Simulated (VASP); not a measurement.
Set up this calculation in VASP 6.6.1, as the native input.

```yaml
Task: single point
Functional: PBE
Potentials_or_basis: VASP PAW PBE potentials, release 64 (Al, B, P)
Cutoff: 520 eV
k_mesh: 4 × 4 × 4
Occupations: gaussian, width 0.1 eV
Spin: no spin polarisation
Dipole_correction: no
Further_INCAR_settings: ALGO = Normal; EDIFF = 1e-06; NBANDS = 26
```

The structure of Al3BP4 lies in POSCAR:

```
Al3BP4
1.0
    5.2832276657      0.0000000000      0.0000000000
    0.0000000000      5.2832276657      0.0000000000
   -2.6416138328     -2.6416138328      5.2372373647
Al B P
3 1 4
Direct
    0.7500000000      0.2500000000      0.5000000000
    0.2500000000      0.7500000000      0.5000000000
    0.5000000000      0.5000000000      1.0000000000
    0.0000000000      0.0000000000      0.0000000000
    0.1047770821      0.1047770821      0.7721013153
    0.6673242332      0.6673242332      0.7721013153
    0.8952229179      0.3326757668      0.2278986847
    0.3326757668      0.8952229179      0.2278986847
```

These files were run (other wordings do the same):

INCAR

```
SYSTEM = Al3BP4
ALGO = Normal
EDIFF = 1E-6
ENCUT = 520
GGA = PE
ISIF = 2
ISMEAR = 0
LASPH = .TRUE.
LCHARG = .FALSE.
LREAL = .FALSE.
LWAVE = .FALSE.
NBANDS = 26
NELM = 60
PREC = Accurate
SIGMA = 0.1
```

KPOINTS

```
k-points
0
G
  4 4 4
  0 0 0
```

Potentials or basis: VASP PAW PBE potentials, release 64 (Al, B, P).

Launch:

```sh
$ cat potpaw_PBE.64/Al/POTCAR potpaw_PBE.64/B/POTCAR potpaw_PBE.64/P/POTCAR > POTCAR
$ mpirun -np 1 vasp_std > vasp.out
```

It gave:

- Pressure: -0.1 GPa
- Largest force: 0.010 eV/Å
- Band gap on the k mesh: 1.13 eV

Run time: 29 s on 1 thread of Intel(R) Xeon(R) 6975P-C (Granite Rapids) (shared host), peak memory 0.27 GiB.
